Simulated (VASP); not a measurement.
A run of VASP 6.6.1:

The input INCAR:

```
SYSTEM = KBr
AGGAC = 1.0 ; AGGAX = 1.0
ALDAC = 0.0 ; ALDAX = 1.0
ALGO = Normal ; EDIFF = 1E-6
ENCUT = 500 ; GGA = B5
GGA_COMPAT = .False. ; ISIF = 2
ISMEAR = 0 ; LASPH = .True.
LCHARG = .False. ; LREAL = .False.
LWAVE = .False. ; NBANDS = 15
NELM = 120 ; PREC = Accurate
SIGMA = 0.01
```

The input KPOINTS:

```
k-points
0
Gamma
  5 5 5
  0 0 0
```

The input POSCAR:

```
KBr
1.0
    0.0000000000      3.3000000000      3.3000000000
    3.3000000000      0.0000000000      3.3000000000
    3.3000000000      3.3000000000      0.0000000000
K Br
1 1
Direct
    0.0000000000      0.0000000000      0.0000000000
    0.5000000000      0.5000000000      0.5000000000
```

Potentials or basis: VASP PAW PBE potentials, release 64 (K_sv, Br).

Launch:

```console
$ cat potpaw_PBE.64/K_sv/POTCAR potpaw_PBE.64/Br/POTCAR > POTCAR
$ mpirun -np 1 vasp_std > vasp.out
```

Hardware: 1 thread of Intel Xeon 8259CL (shared host).

**Question.** How long does it take, and how much memory?

**Answer.** Wall time 32 s on 1 thread of Intel Xeon 8259CL, with other jobs on the host, peak memory 0.2 GiB. Counts: scf iterations 12, k points 10.
